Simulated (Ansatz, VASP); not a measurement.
H in VASP and in Ansatz

```
CELL_PARAMETERS angstrom
2.62348 -2.56690 0.00000
2.62348 2.56690 0.00000
0.00000 0.00000 4.07969
ATOMIC_POSITIONS crystal
H 0.95330 0.04670 0.06851
H 0.45330 0.54670 0.43149
H 0.54670 0.45330 0.56851
H 0.04670 0.95330 0.93149
```

Change from the starting cell: strain +0.000 along x and y, -0.015 along z, atoms carried along.

Alike in both runs: task single point; functional PBEsol; k mesh 6 × 6 × 6; occupations gaussian, width 0.05 eV; no spin polarisation.

```csv
,VASP,Ansatz
version,VASP 6.6.1,Ansatz 0.2.0
potentials or method,"VASP PAW PBE potentials, release 64 (H), cutoff 520 eV","scalar-relativistic, plane waves, PAW"
valence electrons in the cell,4,4
```

```csv
,VASP,Ansatz,Ansatz less VASP
gap on the k mesh at the Fermi level (eV),9.18,9.18,+0.003
least direct gap on the mesh (eV),9.82,9.82,+0.003
pressure (GPa),1.0,1.2,+0.16
"traceless stress, the component that is largest in VASP (GPa)",-1.14,-1.15,-0.012
rms of the force components (eV/Å),0.472,0.471,-0.0005
```

VASP's potentials were made for PBE, not for PBEsol. Atom by atom the forces differ by 0.000 eV/Å (rms over components). With one functional, cell and mesh, what is left measures potentials, basis and numerics.
